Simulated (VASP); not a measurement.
# Ni (Fm-3m) in VASP: settings compared, part 2 of 2

VASP 6.6.1. The steps go on from the part before.

**3. Single point, r2SCAN+rVV10+U, collinear spin, ferromagnetic start**

This run uses another cell than the first one, of 9.23 Å³/atom.

Input file POSCAR:

```
Ni
1.0
    0.0000000000      1.6650882909      1.6650882909
    1.6650882909      0.0000000000      1.6650882909
    1.6650882909      1.6650882909      0.0000000000
Ni
1
Direct
    0.0000000000      0.0000000000      0.0000000000
```

Input file INCAR.step1:

```
SYSTEM = Ni
ALGO = Normal ; EDIFF = 1E-4
ENCUT = 520 ; GGA = PE
ISMEAR = 0 ; ISPIN = 2
LASPH = .TRUE. ; LCHARG = .FALSE.
LDAU = .TRUE. ; LDAUJ = 0
LDAUL = 2 ; LDAUTYPE = 2
LDAUU = 2 ; LMAXMIX = 4
LREAL = .FALSE. ; LWAVE = .TRUE.
MAGMOM = 1 ; NBANDS = 15
NELM = 150 ; PREC = Accurate
SIGMA = 0.025
```

Input file INCAR.step2:

```
SYSTEM = Ni
ALGO = Normal ; BPARAM = 11.95
CPARAM = 0.0093 ; EDIFF = 1E-7
ENCUT = 520 ; ISIF = 2
ISMEAR = 0 ; ISPIN = 2
ISTART = 1 ; IVDW_NL = 2
LASPH = .TRUE. ; LCHARG = .FALSE.
LDAU = .TRUE. ; LDAUJ = 0
LDAUL = 2 ; LDAUPRINT = 1
LDAUTYPE = 2 ; LDAUU = 2
LMAXMIX = 4 ; LMIXTAU = .TRUE.
LORBIT = 11 ; LREAL = .FALSE.
LUSE_VDW = .TRUE. ; LWAVE = .FALSE.
MAGMOM = 1 ; METAGGA = R2SCAN
NBANDS = 15 ; NELM = 150
PREC = Accurate ; SIGMA = 0.025
```

Input file KPOINTS:

```
k-points
0
G
  13 13 13
  0 0 0
```

Potentials or basis: VASP PAW PBE potentials, release 64 (Ni).

Command:

```
$ cat potpaw_PBE.64/Ni/POTCAR > POTCAR
$ cp INCAR.step1 INCAR
$ mpirun -np 1 vasp_std > vasp.out
$ cp INCAR.step2 INCAR
$ mpirun -np 1 vasp_std > vasp.out
```

OUTCAR:

```text
SYSTEM = Ni
   BPARAM = 11.95
   EDIFF = 1E-7
   ENCUT = 520
   ISIF = 2
   ISMEAR = 0
   ISPIN = 2
   ISTART = 1
   IVDW_NL = 2
   LASPH = .TRUE.
   LORBIT = 11
   LREAL = .FALSE.
   METAGGA = R2SCAN
   NELM = 150
   PREC = Accurate

 ion  position               nearest neighbor table
   1  0.000  0.000  0.000-

  LATTYP: Found a face centered cubic cell.
 ALAT       =     3.3301765818

  Lattice vectors:

 A1 = (   0.0000000000,   1.6650882909,   1.6650882909)
 A2 = (   1.6650882909,   0.0000000000,   1.6650882909)
 A3 = (   1.6650882909,   1.6650882909,   0.0000000000)

Analysis of symmetry for initial positions (statically):
=====================================================================
 Subroutine PRICEL returns:
 Original cell was already a primitive cell.

 Routine SETGRP: Setting up the symmetry group for a
 face centered cubic supercell.

 Subroutine GETGRP returns: Found 48 space group operations
 (whereof 48 operations were pure point group operations)
 out of a pool of 48 trial point group operations.

The static configuration has the point symmetry O_h .

Analysis of symmetry for dynamics (positions and initial velocities):
=====================================================================
 Subroutine PRICEL returns:
 Original cell was already a primitive cell.

 Routine SETGRP: Setting up the symmetry group for a
 face centered cubic supercell.

 Subroutine GETGRP returns: Found 48 space group operations
 (whereof 48 operations were pure point group operations)
 out of a pool of 48 trial point group operations.

The dynamic configuration has the point symmetry O_h .

Analysis of structural, dynamic, and magnetic symmetry:
=====================================================================
 Subroutine PRICEL returns:
 Original cell was already a primitive cell.

 Routine SETGRP: Setting up the symmetry group for a
[... 180 lines left out ...]
  o =  0.9287  v =  0.0000  0.0000  0.1538  0.0000 -0.9881  0.0000  0.0000  0.0000  0.0000  0.0000      0.0000  0.0000  0.0000  0.0000  0.0000  0.0000  0.0000  0.0000  0.0000  0.0000

 number of electron      10.0000012 magnetization       0.6408821

 Free energy of the ion-electron system (eV)
  ---------------------------------------------------
  ext. energy  EPLUGINS =         0.00000000
  ---------------------------------------------------
  free energy    TOTEN  =       -10.38232634 eV

  energy without entropy =      -10.38179719  energy(sigma->0) =      -10.38206177

 E-fermi :  11.5544     XC(G=0): -15.4942

 val. band max:       11.5530693138   @ k =  -0.3077   0.3077   0.0769
 cond. band min:      11.5598907968   @ k =   0.4615   0.3077   0.0769
 fundamental gap:      0.0068214830
 Fermi energy:        11.5544296949

 spin component 1

 k-point     1 :       0.0000    0.0000    0.0000
  band No.  band energies     occupation
      1       1.2268      1.00000
      2       7.7972      1.00000
      3       7.7972      1.00000
      4       7.7972      1.00000
      5       9.4223      1.00000
      6       9.4223      1.00000
      7      37.8056      0.00000
      8      43.2903      0.00000
      9      43.2903      0.00000
     10      43.2906      0.00000
     11      45.1608      0.00000
     12      45.1608      0.00000
[... 841 lines left out ...]
      4       9.3871      1.00000
      5      11.7167      0.00000
      6      13.1127      0.00000
      7      21.4821      0.00000
      8      32.7116      0.00000
      9      35.4901      0.00000
     10      37.8489      0.00000
     11      48.3081      0.00000
     12      48.8397      0.00000
     13      53.1858      0.00000
     14      55.3852      0.00000
     15      59.4787      0.00000

 [... further k-points ...]

------------------------ aborting loop because EDIFF is reached ----------------------------------------

  FORCE on cell =-STRESS in cart. coord.  units (eV):
  Direction    XX          YY          ZZ          XY          YZ          ZX
  --------------------------------------------------------------------------------------
  -------------------------------------------------------------------------------------
  Total        1.6101040      1.6101040      1.6101040      0.0000000      0.0000000     -0.0000000
  in kB      279.3976331    279.3976331    279.3976331      0.0000000      0.0000000     -0.0000000
  external PRESSURE =     279.3976331 kB  Pullay stress =       0.0000000 kB

 VOLUME and BASIS-vectors are now :
 -----------------------------------------------------------------------------
  energy-cutoff  :      520.00
  volume of cell :        9.23
      direct lattice vectors                 reciprocal lattice vectors
     0.000000000  1.665088291  1.665088291    -0.300284377  0.300284377  0.300284377
     1.665088291  0.000000000  1.665088291     0.300284377 -0.300284377  0.300284377
     1.665088291  1.665088291  0.000000000     0.300284377  0.300284377 -0.300284377

 POSITION                                       TOTAL-FORCE (eV/Angst)
 -----------------------------------------------------------------------------------
      0.00000      0.00000      0.00000         0.000000      0.000000      0.000000
 -----------------------------------------------------------------------------------
    total drift:                                0.000000     -0.000000     -0.000000

  FREE ENERGIE OF THE ION-ELECTRON SYSTEM (eV)
  ---------------------------------------------------
  free  energy   TOTEN  =       -10.3823263399 eV

  energy  without entropy=      -10.3817971910  energy(sigma->0) =      -10.38206177

 total charge

# of ion       s       p       d       tot
------------------------------------------
    1        0.581   0.649   8.501   9.730

 magnetization (x)

# of ion       s       p       d       tot
------------------------------------------
    1       -0.015  -0.055   0.718   0.648
```

OSZICAR.step1:

```text
N       E                     dE             d eps       ncg     rms          rms(c)
DAV:   1     0.351148401585E+02    0.35115E+02   -0.42257E+03  5396   0.898E+02
DAV:   2    -0.342199433803E+01   -0.38537E+02   -0.35775E+02  5768   0.169E+02
DAV:   3    -0.484117739765E+01   -0.14192E+01   -0.14128E+01  6104   0.318E+01
DAV:   4    -0.484752871229E+01   -0.63513E-02   -0.63503E-02  6307   0.206E+00
DAV:   5    -0.484756569111E+01   -0.36979E-04   -0.36978E-04  6177   0.140E-01    0.119E+01
DAV:   6    -0.420753656893E+01    0.64003E+00   -0.84412E+00  7214   0.338E+01    0.473E+00
DAV:   7    -0.405762567255E+01    0.14991E+00   -0.10697E+00  6254   0.112E+01    0.268E+00
DAV:   8    -0.404160553493E+01    0.16020E-01   -0.25399E-02  6934   0.117E+00    0.913E-01
DAV:   9    -0.404115009272E+01    0.45544E-03   -0.11246E-03  7460   0.234E-01    0.247E-01
DAV:  10    -0.404109111971E+01    0.58973E-04   -0.25257E-04  5901   0.103E-01
   1 F= -.40410911E+01 E0= -.40409116E+01  d E =-.359045E-03  mag=     0.6204
```

Run time: 3.1 min. Hardware: 1 thread of Intel Xeon 8259CL, shared host; peak memory 0.18 GiB.

What came out:

```yaml
Free_energy: -10.3823 eV
Pressure: 27.9 GPa
Net_moment: 0.64 μB per cell
Site_moments: Ni +0.65 μB
Valence_electrons_inside_the_program's_atomic_spheres: Ni 9.73
```

Levels at points of the mesh, in eV from the Fermi level:
Spin up:
| k point | band 2 | band 3 | band 4 | band 5 | band 6 | band 7 | band 8 | band 9 |
| --- | --- | --- | --- | --- | --- | --- | --- | --- |
| (0.00, 0.00, 0.00) | -3.76 | -3.76 | -3.76 | -2.13 | -2.13 | 26.25 | 31.74 | 31.74 |
Spin down:
| k point | band 2 | band 3 | band 4 | band 5 | band 6 | band 7 | band 8 | band 9 |
| --- | --- | --- | --- | --- | --- | --- | --- | --- |
| (0.00, 0.00, 0.00) | -2.10 | -2.10 | -2.10 | -1.43 | -1.43 | 25.93 | 31.78 | 31.78 |

Eigenvalues of the final occupation matrices:
```tsv
site	spin	trace	eigenvalues
site 1 d	1	4.62	0.92 0.92 0.92 0.93 0.93
site 1 d	2	3.91	0.71 0.71 0.71 0.89 0.89
```

Caveat: the cell stands under pressure; the PAW data sets were made with another functional, which shifts forces and pressure a little; the U is typed as a test and isn't derived for this compound.

**4. Single point, r2SCAN+U, collinear spin, ferromagnetic start**

Input file POSCAR:

```
Ni
1.0
    0.0000000000      1.7375729330      1.7375729330
    1.7375729330      0.0000000000      1.7375729330
    1.7375729330      1.7375729330      0.0000000000
Ni
1
Direct
    0.0000000000      0.0000000000      0.0000000000
```

Input file INCAR.step1:

```
  ALGO = Normal
  EDIFF = 1E-4
  ENCUT = 520
  GGA = PE
  ISMEAR = -5
  ISPIN = 2
  LASPH = True
  LCHARG = False
  LDAU = True
  LDAUJ = 0
  LDAUL = 2
  LDAUTYPE = 2
  LDAUU = 6
  LMAXMIX = 4
  LREAL = False
  LWAVE = True
  MAGMOM = 0.93
  NBANDS = 15
  NELM = 150
  PREC = Accurate
  SIGMA = 0.05
```

Input file INCAR.step2:

```
  ALGO = Normal
  EDIFF = 1E-6
  ENCUT = 520
  ISIF = 2
  ISMEAR = -5
  ISPIN = 2
  ISTART = 1
  LASPH = True
  LCHARG = False
  LDAU = True
  LDAUJ = 0
  LDAUL = 2
  LDAUPRINT = 1
  LDAUTYPE = 2
  LDAUU = 6
  LMAXMIX = 4
  LMIXTAU = True
  LORBIT = 11
  LREAL = False
  LWAVE = False
  MAGMOM = 0.93
  METAGGA = R2SCAN
  NBANDS = 15
  NELM = 150
  PREC = Accurate
  SIGMA = 0.05
```

Input file KPOINTS:

```
k-points
0
Gamma
  13 13 13
```

Command:

```
$ cat potpaw_PBE.64/Ni/POTCAR > POTCAR
$ cp INCAR.step1 INCAR
$ mpirun -np 1 vasp_std > vasp.out
$ cp INCAR.step2 INCAR
$ mpirun -np 1 vasp_std > vasp.out
```

It took 3.4 min on 1 thread of Intel Xeon 8259CL, shared host; peak memory 0.14 GiB.

Results (log left out):

```
Free energy                                           : -8.4907 eV
Pressure                                              : -8.3 GPa
Net moment                                            : 0.84 μB per cell
Site moments                                          : Ni +0.88 μB
Valence electrons inside the program's atomic spheres : Ni 9.53
```

Levels at points of the mesh, in eV from the Fermi level:
Spin up:
```tsv
k point	band 2	band 3	band 4	band 5	band 6	band 7	band 8	band 9	band 10	band 11
(0.00, 0.00, 0.00)	-5.06	-5.06	-5.06	-3.55	-3.55	25.34	28.15	28.15	28.15	29.68
```
Spin down:
```tsv
k point	band 1	band 2	band 3	band 4	band 5	band 6	band 7	band 8
(0.00, 0.00, 0.00)	-9.43	-2.75	-2.75	-1.51	-1.51	-1.51	24.76	29.73
```

Eigenvalues of the final occupation matrices:
| site | spin | trace | eigenvalues |
| --- | --- | --- | --- |
| site 1 d | 1 | 4.76 | 0.95 0.95 0.95 0.95 0.95 |
| site 1 d | 2 | 3.80 | 0.64 0.64 0.64 0.93 0.93 |

Caveat: the cell stands under tension; the PAW data sets were made with another functional, which shifts forces and pressure a little; the U is typed as a test and isn't derived for this compound; tetrahedron occupations give inexact forces and stress in metals.

**5. The runs side by side**

| task | level | potentials or basis | U | cell | k mesh | smearing | gap on the mesh (eV) | pressure (GPa) | moment (μB) |
| --- | --- | --- | --- | --- | --- | --- | --- | --- | --- |
| phonons | LDA+U | VASP PAW LDA potentials, release 64 (Ni) | Ni d U = 4.5 eV | a = 2.457 Å, angles 60.0°, 1 atom | 8 × 8 × 8 | methfessel-paxton 0.05 eV | - | - | 0.68 |
| single point | r2SCAN+rVV10+U | VASP PAW PBE potentials, release 64 (Ni) | Ni d U = 2.0 eV | a = 2.355 Å, angles 60.0°, 1 atom | 13 × 13 × 13 | gaussian 0.025 eV | none | 27.9 | 0.64 |
| single point | r2SCAN+U | VASP PAW PBE potentials, release 64 (Ni) | Ni d U = 6.0 eV | a = 2.457 Å, angles 60.0°, 1 atom | 13 × 13 × 13 | tetrahedron | none | -8.3 | 0.84 |

Alike in all rows: spin collinear, ferromagnetic start; cutoff (eV) 520.

Caveats: some runs use coarse meshes; the U is typed as a test and isn't derived for this compound; the PAW data sets were made with another functional, which shifts forces and pressure a little (at least some runs); the cell stands under pressure or tension, which shifts response properties (at least some runs); the cell stands under pressure (at least some runs); the cell stands under tension (at least some runs); tetrahedron occupations give inexact forces and stress in metals (at least some runs).

Total energies depend on the potentials used, so only differences within one code and one set of settings carry meaning.
